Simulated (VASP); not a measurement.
# V (P6_3/mmc) in VASP: single point with r2SCAN

Aim: the single point of V with r2SCAN.

Everything below comes from runs of VASP 6.6.1. Logs are shortened: lines on timing, memory, paths and dates and some standing lists are left out, and cuts for length are marked.

## 1. The cell of the first run

The structure is hexagonal, space group P6_3/mmc (No. 194). The conventional cell has a = 2.601 Å, b = 2.601 Å, c = 4.663 Å, α = 90.00°, β = 90.00°, γ = 120.00°. V (site symmetry -6m2) has 12 V at 2.60 to 2.77 Å within 3.4 Å.

## 2. Single point, r2SCAN

File POSCAR:

```
V
1.0
    2.6010989925      0.0000000000      0.0000000000
   -1.3005494962      2.2526178052      0.0000000000
    0.0000000000      0.0000000000      4.6633049056
V
2
Direct
    0.3333333333      0.6666666667      0.2500000000
    0.6666666667      0.3333333333      0.7500000000
```

File INCAR.step1:

```
PREC = Accurate ; ENCUT = 550
ISMEAR = -1 ; SIGMA = 0.1
LREAL = F ; LASPH = T
NELM = 120 ; NBANDS = 20
GGA = PE ; ALGO = Normal
EDIFF = 1E-5 ; LWAVE = T
LCHARG = F ; GGA_COMPAT = F
```

File INCAR.step2:

```
PREC = Accurate ; ENCUT = 550
EDIFF = 1E-6 ; ISMEAR = -1
SIGMA = 0.1 ; LREAL = F
LASPH = T ; NELM = 120
ALGO = Normal ; ISIF = 2
LWAVE = F ; LCHARG = F
METAGGA = R2SCAN ; LMIXTAU = T
NBANDS = 20 ; ISTART = 1
GGA_COMPAT = F
```

File KPOINTS:

```
regular mesh
0
Gamma
  7 7 4
```

Potentials or basis: VASP PAW PBE potentials, release 64 (V_sv).

Started as:

```
$ cat potpaw_PBE.64/V_sv/POTCAR > POTCAR
$ cp INCAR.step1 INCAR
$ mpirun -np 1 vasp_std > vasp.out
$ cp INCAR.step2 INCAR
$ mpirun -np 1 vasp_std > vasp.out
```

OUTCAR:

```text
PREC = Accurate
   ENCUT = 550
   EDIFF = 1E-6
   ISMEAR = -1
   LREAL = F
   LASPH = T
   NELM = 120
   ISIF = 2
   METAGGA = R2SCAN
   ISTART = 1

 ion  position               nearest neighbor table
   1  0.333  0.667  0.250-   2 2.77   2 2.77   2 2.77   2 2.77   2 2.77   2 2.77
   2  0.667  0.333  0.750-   1 2.77   1 2.77   1 2.77   1 2.77   1 2.77   1 2.77

  LATTYP: Found a hexagonal cell.
 ALAT       =     2.6010989925
 C/A-ratio  =     1.7928210034

  Lattice vectors:

 A1 = (   2.6010989925,   0.0000000000,   0.0000000000)
 A2 = (  -1.3005494962,   2.2526178052,   0.0000000000)
 A3 = (   0.0000000000,   0.0000000000,   4.6633049056)

Analysis of symmetry for initial positions (statically):
=====================================================================
 Subroutine PRICEL returns:
 Original cell was already a primitive cell.

 Routine SETGRP: Setting up the symmetry group for a
 hexagonal supercell.

 Subroutine GETGRP returns: Found 24 space group operations
 (whereof 12 operations were pure point group operations)
 out of a pool of 24 trial point group operations.

The static configuration has the point symmetry D_3d.
 The point group associated with its full space group is D_6h.

Analysis of symmetry for dynamics (positions and initial velocities):
=====================================================================
 Subroutine PRICEL returns:
 Original cell was already a primitive cell.

 Routine SETGRP: Setting up the symmetry group for a
 hexagonal supercell.

 Subroutine GETGRP returns: Found 24 space group operations
 (whereof 12 operations were pure point group operations)
 out of a pool of 24 trial point group operations.

The dynamic configuration has the point symmetry D_3d.
 The point group associated with its full space group is D_6h.

 Subroutine INISYM returns: Found 24 space group operations
 (whereof 12 operations are pure point group operations),
 and found     1 'primitive' translations

----------------------------------------------------------------------------------------

                                     Primitive cell

  volume of cell :      27.3236

  direct lattice vectors                    reciprocal lattice vectors
     2.601098992  0.000000000  0.000000000     0.384452880  0.221963974  0.000000000
    -1.300549496  2.252617805  0.000000000     0.000000000  0.443927948  0.000000000
     0.000000000  0.000000000  4.663304906     0.000000000  0.000000000  0.214440192

  length of vectors
     2.601098992  2.601098992  4.663304906     0.443927948  0.443927948  0.214440192

  position of ions in fractional coordinates (direct lattice)
     0.333333333  0.666666667  0.250000000
     0.666666667  0.333333333  0.750000000

  ion indices of the primitive-cell ions
   primitive index   ion index
                 1           1
                 2           2

----------------------------------------------------------------------------------------

 KPOINTS: regular mesh

Automatic generation of k-mesh.
 Grid dimensions read from file:
 generate k-points for:    7    7    4

 Generating k-lattice:

  Cartesian coordinates                     Fractional coordinates (reciprocal lattice)
     0.054921840  0.031709139  0.000000000     0.142857143  0.000000000  0.000000000
     0.000000000  0.063418278  0.000000000     0.000000000  0.142857143  0.000000000
     0.000000000  0.000000000  0.053610048     0.000000000  0.000000000  0.250000000

  Length of vectors
     0.063418278  0.063418278  0.053610048

  Shift w.r.t. Gamma in fractional coordinates (k-lattice)
     0.000000000  0.000000000  0.000000000

 Subroutine IBZKPT returns following result:
 ===========================================

 Found     24 irreducible k-points:

 Following reciprocal coordinates:
            Coordinates               Weight
  0.000000  0.000000  0.000000      1.000000
  0.142857  0.000000  0.000000      6.000000
  0.285714 -0.000000  0.000000      6.000000
  0.428571 -0.000000  0.000000      6.000000
  0.142857  0.142857  0.000000      6.000000
  0.285714  0.142857  0.000000     12.000000
[... 16 lines left out ...]
  0.428571  0.142857  0.500000      6.000000
  0.285714  0.285714  0.500000      6.000000
   k-points           NKPTS =     24   k-points in BZ     NKDIM =     24   number of bands    NBANDS=     20
   number of dos      NEDOS =    301   number of ions     NIONS =      2
   total plane-waves  NPLWV =  14400
   dimension x,y,z NGX =    20 NGY =   20 NGZ =   36
   dimension x,y,z NGXF=    40 NGYF=   40 NGZF=   72
   ions per type =               2
   NGX,Y,Z   is equivalent  to a cutoff of  12.78, 12.78, 12.83 a.u.
   NGXF,Y,Z  is equivalent  to a cutoff of  25.57, 25.57, 25.67 a.u.
 SYSTEM =  unknown system
   PREC   = accura    normal or accurate (medium, high low for compatibility)
   ISTART =      1    job   : 0-new  1-cont  2-samecut
   ICHARG =      0    charge: 1-file 2-atom 10-const
   ISPIN  =      1    spin polarized calculation?
   LNONCOLLINEAR =      F non collinear calculations
   LSORBIT =      F    spin-orbit coupling
   LASPH  =      T    aspherical Exc in radial PAW
   ENCUT  =  550.0 eV  40.42 Ry    6.36 a.u.   4.97  4.97  8.92*2*pi/ulx,y,z
   NELM   =    120;   NELMIN=  2; NELMDL=  0     # of ELM steps
   EDIFF  = 0.1E-05   stopping-criterion for ELM
   LREAL  =      F    real-space projection
   EDIFFG = 0.1E-04   stopping-criterion for IOM
   NSW    =      0    number of steps for IOM
   IBRION =     -1    ionic relax: 0-MD 1-quasi-New 2-CG
   NFREE  =      0    steps in history (QN), initial steepest desc. (CG)
   ISIF   =      2    stress and relaxation
   ISYM   =      2    0-nonsym 1-usesym 2-fastsym
   POTIM  = 0.5000    time-step for ionic-motion
   TEBEG  =    0.0;   TEEND  =   0.0 temperature during run
   PSTRESS=    0.0 pullay stress
   NELECT =      26.0000    total number of electrons
   NUPDOWN=      -1.0000    fix difference up-down
   EMIN   =  10.00;   EMAX   =-10.00  energy-range for DOS
   EFERMI =   0.00;   METHOD = LEGACY
   ISMEAR =    -1;   SIGMA  =   0.10  broadening in eV -4-tet -1-fermi 0-gaus
   EFERMI_NEDOS =   21; number of points for ismear=-14 and -15
   IALGO  =     38    algorithm
   IMIX   =      4    mixing-type and parameters
     AMIX     =   0.40;   BMIX     =  1.00
     AMIX_MAG =   1.60;   BMIX_MAG =  1.00
  volume/ion in A,a.u.               =      13.66        92.19
  Fermi-wavevector in a.u.,A,eV,Ry     =   1.610225  3.042884 35.277516  2.592824
  Thomas-Fermi vector in A             =   2.705809
   LORBIT       =      0    0 simple, 1 ext, 2 COOP (PROOUT), +10 PAW based schemes
   METAGGA = R2SCAN    functional components
   LHFCALC =     F    Hartree Fock is set to
   AEXX    =    0.0000 exact exchange contribution
   IVDW    =     0    specifies the selected vdW correction
   LEPSILON=     F    determine dielectric tensor
   LRPA    =     F    only Hartree local field effects (RPA)
 non-spin polarized calculation
  energy-cutoff  :      550.00
  volume of cell :       27.32
 maximum number of plane-waves:       816
 NGX is ok and might be reduce to    20
   NGX =  9   NGY =  9   NGZ = 17

 number of electron      26.0000014 magnetization

 Free energy of the ion-electron system (eV)
  ---------------------------------------------------
  ext. energy  EPLUGINS =         0.00000000
  ---------------------------------------------------
  free energy    TOTEN  =       -27.76688025 eV

  energy without entropy =      -27.65029569  energy(sigma->0) =      -27.70858797

 E-fermi :   9.8628     XC(G=0): -13.9591

 val. band max:        9.8355337130   @ k =   0.2857   0.1429   0.0000
 cond. band min:       9.8763578724   @ k =   0.2857  -0.0000   0.5000
 fundamental gap:      0.0408241594
 Fermi energy:         9.8627738884

 k-point     1 :       0.0000    0.0000    0.0000
  band No.  band energies     occupation
      1     -56.7584      2.00000
      2     -56.6326      2.00000
      3     -29.7405      2.00000
      4     -29.0212      2.00000
      5     -28.9458      2.00000
      6     -28.9458      2.00000
[... 12 lines left out ...]
     19      13.0686      0.00000
     20      13.0686      0.00000

 k-point     2 :       0.1429    0.0000    0.0000
  band No.  band energies     occupation
      1     -56.7207      2.00000
      2     -56.6060      2.00000
      3     -29.6816      2.00000
      4     -29.1197      2.00000
      5     -29.0550      2.00000
      6     -29.0268      2.00000
[... 12 lines left out ...]
     19      13.1494      0.00000
     20      14.4138      0.00000

 k-point     3 :       0.2857   -0.0000    0.0000
  band No.  band energies     occupation
      1     -56.6328      2.00000
      2     -56.5482      2.00000
      3     -29.5342      2.00000
      4     -29.5097      2.00000
      5     -29.4302      2.00000
      6     -29.0904      2.00000
[... 12 lines left out ...]
     19      13.2023      0.00000
     20      16.9019      0.00000

 k-point     4 :       0.4286   -0.0000    0.0000
  band No.  band energies     occupation
      1     -56.5553      2.00000
      2     -56.5073      2.00000
      3     -29.8184      2.00000
      4     -29.7182      2.00000
      5     -29.3807      2.00000
      6     -29.1669      2.00000
[... 12 lines left out ...]
     19      13.5879      0.00000
     20      17.1538      0.00000

 k-point     5 :       0.1429    0.1429    0.0000
  band No.  band energies     occupation
      1     -56.6578      2.00000
      2     -56.5638      2.00000
      3     -29.5781      2.00000
      4     -29.3516      2.00000
      5     -29.3369      2.00000
      6     -29.0702      2.00000
[... 12 lines left out ...]
     19      13.0526      0.00000
     20      16.2688      0.00000

 k-point     6 :       0.2857    0.1429    0.0000
  band No.  band energies     occupation
      1     -56.5739      2.00000
      2     -56.5153      2.00000
      3     -29.6667      2.00000
      4     -29.5975      2.00000
      5     -29.4222      2.00000
      6     -29.2148      2.00000
[... 12 lines left out ...]
     19      13.8878      0.00000
     20      18.6896      0.00000

 k-point     7 :       0.4286    0.1429    0.0000
  band No.  band energies     occupation
      1     -56.5310      2.00000
      2     -56.4988      2.00000
      3     -29.8061      2.00000
      4     -29.7057      2.00000
      5     -29.3223      2.00000
      6     -29.2844      2.00000
[... 12 lines left out ...]
     19      15.4135      0.00000
     20      17.0739      0.00000
[... 277 lines left out ...]
 k-point    20 :       0.4286   -0.0000    0.5000
  band No.  band energies     occupation
      1     -56.5313      2.00000
      2     -56.5313      2.00000
      3     -29.8188      2.00000
      4     -29.8188      2.00000
      5     -29.1929      2.00000
      6     -29.1929      2.00000
[... 12 lines left out ...]
     19      13.5233      0.00000
     20      13.5233      0.00000

 k-point    21 :       0.1429    0.1429    0.5000
  band No.  band energies     occupation
      1     -56.6110      2.00000
      2     -56.6110      2.00000
      3     -29.4541      2.00000
      4     -29.4541      2.00000
      5     -29.2023      2.00000
      6     -29.2023      2.00000
[... 12 lines left out ...]
     19      12.9007      0.00000
     20      12.9007      0.00000

 k-point    22 :       0.2857    0.1429    0.5000
  band No.  band energies     occupation
      1     -56.5446      2.00000
      2     -56.5446      2.00000
      3     -29.6866      2.00000
      4     -29.6866      2.00000
      5     -29.2361      2.00000
      6     -29.2361      2.00000
[... 12 lines left out ...]
     19      14.1188      0.00000
     20      14.1188      0.00000

 k-point    23 :       0.4286    0.1429    0.5000
  band No.  band energies     occupation
      1     -56.5149      2.00000
      2     -56.5149      2.00000
      3     -29.8029      2.00000
      4     -29.8029      2.00000
      5     -29.2685      2.00000
      6     -29.2685      2.00000
[... 12 lines left out ...]
     19      15.5397      0.00000
     20      15.5397      0.00000

 k-point    24 :       0.2857    0.2857    0.5000
  band No.  band energies     occupation
      1     -56.5076      2.00000
      2     -56.5076      2.00000
      3     -29.6848      2.00000
      4     -29.6848      2.00000
      5     -29.4321      2.00000
      6     -29.4321      2.00000
[... 12 lines left out ...]
     19      16.8960      0.00000
     20      16.8960      0.00000

------------------------ aborting loop because EDIFF is reached ----------------------------------------

  FORCE on cell =-STRESS in cart. coord.  units (eV):
  Direction    XX          YY          ZZ          XY          YZ          ZX
  --------------------------------------------------------------------------------------
  -------------------------------------------------------------------------------------
  Total        0.2302097      0.2302097      0.0789446      0.0000000     -0.0000000     -0.0000000
  in kB       13.4988258     13.4988257      4.6290838      0.0000000     -0.0000000     -0.0000000
  external PRESSURE =      10.5422451 kB  Pullay stress =       0.0000000 kB

 VOLUME and BASIS-vectors are now :
 -----------------------------------------------------------------------------
  energy-cutoff  :      550.00
  volume of cell :       27.32
      direct lattice vectors                 reciprocal lattice vectors
     2.601098992  0.000000000  0.000000000     0.384452880  0.221963974  0.000000000
    -1.300549496  2.252617805  0.000000000     0.000000000  0.443927948  0.000000000
     0.000000000  0.000000000  4.663304906     0.000000000  0.000000000  0.214440192

 POSITION                                       TOTAL-FORCE (eV/Angst)
 -----------------------------------------------------------------------------------
     -0.00000      1.50175      1.16583        -0.000000     -0.000000      0.000000
      1.30055      0.75087      3.49748         0.000000      0.000000      0.000000
 -----------------------------------------------------------------------------------
    total drift:                               -0.000000      0.000000     -0.000000

  FREE ENERGIE OF THE ION-ELECTRON SYSTEM (eV)
  ---------------------------------------------------
  free  energy   TOTEN  =       -27.7668802469 eV

  energy  without entropy=      -27.6502956890  energy(sigma->0) =      -27.70858797
```

It took 60 s on 1 thread of Intel Xeon Platinum 8259CL at 2.50GHz (Skylake/Cascade Lake), shared host; peak memory 0.14 GiB.

Results:

```
Free energy            : -27.7669 eV
Pressure               : 1.1 GPa
Band gap on the k mesh : zero (band 13 reaches 11.20 eV, above the bottom of band 14 at 9.20 eV)
```

Caveat: the k points lie up to 0.40 Å⁻¹ apart; the PAW data sets were made with another functional, which shifts forces and pressure a little.
